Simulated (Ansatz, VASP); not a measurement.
One calculation of CaBeSe, two programs

File INCAR:

```
SYSTEM = CaBeSe
  PREC = Accurate
  ENCUT = 600
  EDIFF = 1E-6
  ISMEAR = 0
  SIGMA = 0.1
  LREAL = .FALSE.
  LASPH = .TRUE.
  NELM = 60
  ALGO = Normal
  ISIF = 3
  LWAVE = .FALSE.
  LCHARG = .FALSE.
  GGA = PE
  IBRION = 2
  NSW = 100
  EDIFFG = -0.01
```

Contents of KPOINTS:

```
regular mesh
0
G
  12 12 6
  0 0 0
```

File POSCAR:

```
CaBeSe
1.0
    4.7893623347      0.0000000000      0.0000000000
   -2.3946811674      4.1477094498      0.0000000000
    0.0000000000      0.0000000000      6.0218129662
Ca Be Se
2 2 2
Direct
    0.0000000000      0.0000000000      0.0000000000
    0.0000000000      0.0000000000      0.5000000000
    0.3333333333      0.6666666667      0.2500000000
    0.6666666667      0.3333333333      0.7500000000
    0.3333333333      0.6666666667      0.7500000000
    0.6666666667      0.3333333333      0.2500000000
```

Input for Ansatz:

```yaml
crystal:
  lattice:
    - [4.7893623347, 0.0, 0.0]
    - [-2.3946811674, 4.1477094498, 0.0]
    - [0.0, 0.0, 6.0218129662]
  atoms:
    - { symbol: Ca, position: [0.0, 0.0, 0.0] }
    - { symbol: Ca, position: [0.0, 0.0, 0.5] }
    - { symbol: Be, position: [0.3333333333, 0.6666666667, 0.25] }
    - { symbol: Be, position: [0.6666666667, 0.3333333333, 0.75] }
    - { symbol: Se, position: [0.3333333333, 0.6666666667, 0.75] }
    - { symbol: Se, position: [0.6666666667, 0.3333333333, 0.25] }
basis:
  ecutwfc: 420
kpoints:
  mp_grid: { grid: [12, 12, 6] }
hamiltonian:
  xc: pbe
scf:
  occupations: { method: gaussian, width: 0.1 }
output:
  forces: true
  stress: true
  eigenvalues: true
relax:
  adjacent_minimum: "off"
  f_tol: 0.01
  max_steps: 80
  cell: { stress_tol: 0.05 }
```

Alike in both runs: task relaxation of cell and atoms; functional PBE; k mesh 12 × 12 × 6; occupations gaussian, width 0.1 eV; no spin polarisation.

|  | VASP | Ansatz |
| --- | --- | --- |
| version | VASP 6.6.1 | Ansatz 0.2.0 |
| potentials or method | VASP PAW PBE potentials, release 64 (Ca_sv, Be, Se), cutoff 600 eV | scalar-relativistic, plane waves, PAW |
| valence electrons in the cell | 36 | 56 |

|  | VASP | Ansatz | Ansatz less VASP |
| --- | --- | --- | --- |
| gap on the k mesh at the Fermi level, each at its own relaxed structure (eV) | none | none | - |
| relaxed volume (Å³/atom) | 19.48 | 19.45 | -0.030 |
| relaxed length of the cell vector where the two differ most in proportion (Å) | 3.831 | 3.825 | -0.0054 |

A gap of «none» marks a metal or a gap that the smearing closes. VASP's potentials hold 36 valence electrons a cell and Ansatz's 56, so a difference there can come from the potentials and not from the codes.
